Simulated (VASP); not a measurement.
# Ti (P6_3/mmc) in VASP: notebook

The runs below take Ti through relaxation of cell and atoms, single point, with PBE.

Everything below comes from runs of VASP 6.6.1. Logs are shortened: lines on timing, memory, paths and dates and some standing lists are left out, and cuts for length are marked.

## (1) The cell of the first run

Symmetry: P6_3/mmc, No. 194, hexagonal system. Conventional cell: a = 2.950 Å, b = 2.950 Å, c = 4.686 Å, α = 90.00°, β = 90.00°, γ = 120.00°. Within 3.8 Å of Ti (site symmetry -6m2) lie 12 Ti at 2.90 to 2.95 Å.

## (2) Relaxation of cell and atoms, PBE

The input, INCAR:

```
SYSTEM = Ti
ALGO = Fast
EDIFF = 1E-7
EDIFFG = -0.005
ENCUT = 600
GGA = PE
IBRION = 2
ISIF = 3
ISMEAR = 0
LASPH = .TRUE.
LCHARG = .FALSE.
LREAL = .FALSE.
LWAVE = .FALSE.
NELM = 80
NSW = 100
PREC = Accurate
SIGMA = 0.1
```

The input, KPOINTS:

```
k-points
0
G
  18 18 10
  0 0 0
```

The input, POSCAR:

```
Ti
1.0
    2.9499978604      0.0000000000      0.0000000000
   -1.4749989302      2.5547730882      0.0000000000
    0.0000000000      0.0000000000      4.6860000000
Ti
2
Direct
    0.3333333333      0.6666666667      0.2500000000
    0.6666666667      0.3333333333      0.7500000000
```

Potentials or basis: VASP PAW PBE potentials, release 64 (Ti_sv).

Command:

```bash
> cat potpaw_PBE.64/Ti_sv/POTCAR > POTCAR
> mpirun -np 1 vasp_std > vasp.out
```

OUTCAR:

```text
SYSTEM = Ti
   EDIFF = 1E-7
   EDIFFG = -0.005
   ENCUT = 600
   GGA = PE
   IBRION = 2
   ISIF = 3
   ISMEAR = 0
   LASPH = .TRUE.
   LREAL = .FALSE.
   NELM = 80
   NSW = 100
   PREC = Accurate

 ion  position               nearest neighbor table
   1  0.333  0.667  0.250-   2 2.90   2 2.90   2 2.90   2 2.90   2 2.90   2 2.90
   2  0.667  0.333  0.750-   1 2.90   1 2.90   1 2.90   1 2.90   1 2.90   1 2.90

  LATTYP: Found a hexagonal cell.
 ALAT       =     2.9499978604
 C/A-ratio  =     1.5884757284

  Lattice vectors:

 A1 = (   2.9499978604,   0.0000000000,   0.0000000000)
 A2 = (  -1.4749989302,   2.5547730882,   0.0000000000)
 A3 = (   0.0000000000,   0.0000000000,   4.6860000000)

Analysis of symmetry for initial positions (statically):
=====================================================================
 Subroutine PRICEL returns:
 Original cell was already a primitive cell.

 Routine SETGRP: Setting up the symmetry group for a
 hexagonal supercell.

 Subroutine GETGRP returns: Found 24 space group operations
 (whereof 12 operations were pure point group operations)
 out of a pool of 24 trial point group operations.

The static configuration has the point symmetry D_3d.
 The point group associated with its full space group is D_6h.

Analysis of symmetry for dynamics (positions and initial velocities):
=====================================================================
 Subroutine PRICEL returns:
 Original cell was already a primitive cell.

 Routine SETGRP: Setting up the symmetry group for a
 hexagonal supercell.

 Subroutine GETGRP returns: Found 24 space group operations
 (whereof 12 operations were pure point group operations)
 out of a pool of 24 trial point group operations.

The dynamic configuration has the point symmetry D_3d.
 The point group associated with its full space group is D_6h.

 Subroutine INISYM returns: Found 24 space group operations
 (whereof 12 operations are pure point group operations),
 and found     1 'primitive' translations

----------------------------------------------------------------------------------------

                                     Primitive cell

  volume of cell :      35.3164

  direct lattice vectors                    reciprocal lattice vectors
     2.949997860  0.000000000  0.000000000     0.338983297  0.195712098  0.000000000
    -1.474998930  2.554773088  0.000000000     0.000000000  0.391424195  0.000000000
     0.000000000  0.000000000  4.686000000     0.000000000  0.000000000  0.213401622

  length of vectors
     2.949997860  2.949997860  4.686000000     0.391424195  0.391424195  0.213401622

  position of ions in fractional coordinates (direct lattice)
     0.333333333  0.666666667  0.250000000
     0.666666667  0.333333333  0.750000000

  ion indices of the primitive-cell ions
   primitive index   ion index
                 1           1
                 2           2

----------------------------------------------------------------------------------------

 KPOINTS: k-points

Automatic generation of k-mesh.
 Grid dimensions read from file:
 generate k-points for:   18   18   10

 Generating k-lattice:

  Cartesian coordinates                     Fractional coordinates (reciprocal lattice)
     0.018832405  0.010872894  0.000000000     0.055555556  0.000000000  0.000000000
     0.000000000  0.021745789  0.000000000     0.000000000  0.055555556  0.000000000
     0.000000000  0.000000000  0.021340162     0.000000000  0.000000000  0.100000000

  Length of vectors
     0.021745789  0.021745789  0.021340162

  Shift w.r.t. Gamma in fractional coordinates (k-lattice)
     0.000000000  0.000000000  0.000000000

 Subroutine IBZKPT returns following result:
 ===========================================

 Found    222 irreducible k-points:

 Following reciprocal coordinates:
            Coordinates               Weight
  0.000000  0.000000  0.000000      1.000000
  0.055556  0.000000  0.000000      6.000000
  0.111111  0.000000  0.000000      6.000000
  0.166667  0.000000  0.000000      6.000000
  0.222222  0.000000  0.000000      6.000000
  0.277778  0.000000  0.000000      6.000000
[... 16 lines left out ...]
  0.333333  0.111111  0.000000     12.000000
  0.388889  0.111111  0.000000     12.000000
 [... further k-points ...]
   k-points           NKPTS =    222   k-points in BZ     NKDIM =    222   number of bands    NBANDS=     16
   number of dos      NEDOS =    301   number of ions     NIONS =      2
   total plane-waves  NPLWV =  23040
   dimension x,y,z NGX =    24 NGY =   24 NGZ =   40
   dimension x,y,z NGXF=    48 NGYF=   48 NGZF=   80
   ions per type =               2
   NGX,Y,Z   is equivalent  to a cutoff of  13.53, 13.53, 14.19 a.u.
   NGXF,Y,Z  is equivalent  to a cutoff of  27.05, 27.05, 28.38 a.u.
 SYSTEM =  Ti
   PREC   = accura    normal or accurate (medium, high low for compatibility)
   ISTART =      0    job   : 0-new  1-cont  2-samecut
   ICHARG =      2    charge: 1-file 2-atom 10-const
   ISPIN  =      1    spin polarized calculation?
   LNONCOLLINEAR =      F non collinear calculations
   LSORBIT =      F    spin-orbit coupling
   LASPH  =      T    aspherical Exc in radial PAW
   ENCUT  =  600.0 eV  44.10 Ry    6.64 a.u.   5.89  5.89  9.36*2*pi/ulx,y,z
   NELM   =     80;   NELMIN=  2; NELMDL= -5     # of ELM steps
   EDIFF  = 0.1E-06   stopping-criterion for ELM
   LREAL  =      F    real-space projection
   EDIFFG = -.5E-02   stopping-criterion for IOM
   NSW    =    100    number of steps for IOM
   IBRION =      2    ionic relax: 0-MD 1-quasi-New 2-CG
   NFREE  =      1    steps in history (QN), initial steepest desc. (CG)
   ISIF   =      3    stress and relaxation
   ISYM   =      2    0-nonsym 1-usesym 2-fastsym
   POTIM  = 0.5000    time-step for ionic-motion
   TEBEG  =    0.0;   TEEND  =   0.0 temperature during run
   PSTRESS=    0.0 pullay stress
   NELECT =      24.0000    total number of electrons
   NUPDOWN=      -1.0000    fix difference up-down
   EMIN   =  10.00;   EMAX   =-10.00  energy-range for DOS
   EFERMI =   0.00;   METHOD = LEGACY
   ISMEAR =     0;   SIGMA  =   0.10  broadening in eV -4-tet -1-fermi 0-gaus
   EFERMI_NEDOS =   21; number of points for ismear=-14 and -15
   IALGO  =     68    algorithm
   IMIX   =      4    mixing-type and parameters
     AMIX     =   0.40;   BMIX     =  1.00
     AMIX_MAG =   1.60;   BMIX_MAG =  1.00
  volume/ion in A,a.u.               =      17.66       119.16
  Fermi-wavevector in a.u.,A,eV,Ry     =   1.439306  2.719894 28.185854  2.071602
  Thomas-Fermi vector in A             =   2.558176
   LORBIT       =      0    0 simple, 1 ext, 2 COOP (PROOUT), +10 PAW based schemes
   GGA     = PE    functional components
   LHFCALC =     F    Hartree Fock is set to
   AEXX    =    0.0000 exact exchange contribution
   IVDW    =     0    specifies the selected vdW correction
   LEPSILON=     F    determine dielectric tensor
   LRPA    =     F    only Hartree local field effects (RPA)
 conjugate gradient relaxation of ions
 non-spin polarized calculation
 RMM-DIIS sequential band-by-band and
 Gauss-broadening in eV      SIGMA  =   0.10
  energy-cutoff  :      600.00
  volume of cell :       35.32
 maximum number of plane-waves:      1194
 NGX is ok and might be reduce to    24
   NGX = 11   NGY = 11   NGZ = 19

--------------------------------------- Ionic step        1  -------------------------------------------

 number of electron      23.9999997 magnetization

 Free energy of the ion-electron system (eV)
  ---------------------------------------------------
  ext. energy  EPLUGINS =         0.00000000
  ---------------------------------------------------
  free energy    TOTEN  =       -15.67310688 eV

  energy without entropy =      -15.66344315  energy(sigma->0) =      -15.66827502

------------------------ aborting loop because EDIFF is reached ----------------------------------------

  FORCE on cell =-STRESS in cart. coord.  units (eV):
  Direction    XX          YY          ZZ          XY          YZ          ZX
  --------------------------------------------------------------------------------------
  -------------------------------------------------------------------------------------
  Total       -0.4263088     -0.4263088     -0.5369363      0.0000000      0.0000000      0.0000000
  in kB      -19.3400930    -19.3400930    -24.3588630      0.0000000      0.0000000      0.0000000
  external PRESSURE =     -21.0130163 kB  Pullay stress =       0.0000000 kB
[... 273 lines left out ...]
  energy  without entropy=      -15.6676531041  energy(sigma->0) =      -15.67234879

--------------------------------------- Ionic step        9  -------------------------------------------

 number of electron      23.9999993 magnetization

 Free energy of the ion-electron system (eV)
  ---------------------------------------------------
  ext. energy  EPLUGINS =         0.00000000
  ---------------------------------------------------
  free energy    TOTEN  =       -15.67704493 eV

  energy without entropy =      -15.66765354  energy(sigma->0) =      -15.67234923

 E-fermi :   8.3575     XC(G=0): -11.5022

 val. band max:        8.3468413853   @ k =   0.1667   0.0000   0.1000
 cond. band min:       8.3735158223   @ k =   0.0556   0.0000   0.5000
 fundamental gap:      0.0266744370
 Fermi energy:         8.3575045630

 k-point     1 :       0.0000    0.0000    0.0000
  band No.  band energies     occupation
      1     -48.5129      2.00000
      2     -48.3751      2.00000
      3     -25.1038      2.00000
      4     -24.4577      2.00000
      5     -24.4577      2.00000
      6     -24.3921      2.00000
[... 8 lines left out ...]
     15       9.6211      0.00000
     16       9.6211      0.00000
[... 420 lines left out ...]
  band No.  band energies     occupation
      1     -48.3954      2.00000
      2     -48.3502      2.00000
      3     -24.9001      2.00000
      4     -24.7978      2.00000
      5     -24.7818      2.00000
      6     -24.6235      2.00000
[... 8 lines left out ...]
     15       9.5181      0.00000
     16      11.4567      0.00000

 [... further k-points ...]
[... 5 lines left out ...]
  --------------------------------------------------------------------------------------
  -------------------------------------------------------------------------------------
  Total       -0.0053493     -0.0053493     -0.0049100      0.0000000     -0.0000000      0.0000000
  in kB       -0.2469790     -0.2469790     -0.2266977      0.0000000     -0.0000000      0.0000000
  external PRESSURE =      -0.2402186 kB  Pullay stress =       0.0000000 kB
[... 17 lines left out ...]
  FREE ENERGIE OF THE ION-ELECTRON SYSTEM (eV)
  ---------------------------------------------------
  free  energy   TOTEN  =       -15.6770449278 eV

  energy  without entropy=      -15.6676535405  energy(sigma->0) =      -15.67234923

 reached required accuracy - stopping structural energy minimisation
```

Run time: 30 min. Hardware: 1 thread of Intel Xeon Platinum 8259CL at 2.50GHz (Skylake/Cascade Lake), shared host; peak memory 0.29 GiB.

What came out:

- Free energy: -15.6770 eV
- Relaxed volume: 17.35 Å³/atom
- Relaxed cell: a = 2.937 Å, b = 2.937 Å, c = 4.646 Å, α = 90.00°, β = 90.00°, γ = 120.00°
- Space group after relaxing (to 0.1 Å): P6_3/mmc (No. 194)
- Energy gained by relaxing: 2.0 meV/atom
- Ionic steps: 9
- Pressure after relaxing: 0.0 GPa
- Band gap on the k mesh: zero (bands 12 and 13 overlap by 1.10 eV)

The path:
```tsv
step	energy change (eV)	largest force (eV/Å)	pressure (GPa)	volume (Å³)
1	0.0000	0.0000	-2.10	35.32
2	0.4861	0.0000	1.80	34.15
3	-0.0039	0.0000	0.07	34.67
4	-0.0039	0.0000	0.06	34.68
5	-0.0039	0.0000	-0.13	34.74
6	-0.0039	0.0000	-0.04	34.70
7	-0.0039	0.0000	-0.02	34.70
8	-0.0039	0.0000	-0.03	34.70
9	-0.0039	0.0000	-0.02	34.70
```

Final structure:
```
Ti
1.0
     2.93671    0.00000    0.00000
    -1.46835    2.54326    0.00000
     0.00000    0.00000    4.64613
Ti
2
Direct
  0.33333 0.66667 0.25000
  0.66667 0.33333 0.75000
```

## (3) Single point, PBE (biaxial strain in the a-b plane: -3.0 %)

The input, INCAR:

```
SYSTEM = Ti
  PREC = Accurate
  ENCUT = 520
  EDIFF = 1E-7
  ISMEAR = 0
  SIGMA = 0.1
  LREAL = .False.
  LASPH = .True.
  NELM = 100
  ALGO = Fast
  ISIF = 2
  LWAVE = .False.
  LCHARG = .False.
  GGA = PE
  NBANDS = 19
```

The input, KPOINTS:

```
regular mesh
0
Gamma
  24 24 12
  0 0 0
```

The input, POSCAR:

```
Ti
1.0
    2.8503043195      0.0000000000      0.0000000000
   -1.4251521597      2.4684359492      0.0000000000
    0.0000000000      0.0000000000      4.7343454259
Ti
2
Direct
    0.3333333333      0.6666666667      0.2500000000
    0.6666666667      0.3333333333      0.7500000000
```

Potentials or basis: VASP PAW PBE potentials, release 64 (Ti_sv).

Command:

```bash
> cat potpaw_PBE.64/Ti_sv/POTCAR > POTCAR
> mpirun -np 1 vasp_std > vasp.out
```

It took 8.1 min on 1 thread of AMD EPYC 9R45 (Zen 5), shared host; peak memory 0.3 GiB.

It converged, with:

| Quantity | Value |
| --- | --- |
| Free energy | -15.6377 eV |
| Pressure | 4.8 GPa |
| Band gap on the k mesh | zero (bands 12 and 13 overlap by 0.96 eV) |

Stress tensor (GPa, compression positive):
```
6.68 0.00 0.00
0.00 6.68 0.00
0.00 0.00 1.14
```

Levels at points of the mesh, in eV from the Fermi level:
```csv
k point,band 10,band 11,band 12,band 13,band 14,band 15
"(0.00, 0.00, 0.00)",-2.82,0.46,0.62,0.86,0.86,1.31
"(0.50, 0.00, 0.00)",-2.26,-2.00,-0.39,0.49,0.74,1.06
"(0.00, 0.00, 0.50)",-4.49,-0.11,-0.11,0.83,0.83,0.83
"(0.50, 0.00, 0.50)",-2.65,-0.96,-0.96,1.50,1.50,1.96
```

Caveat: the cell differs from its parent crystal (biaxial strain in the a-b plane: -3.0 %); the cell stands under pressure.

[end of part 1 of 2]
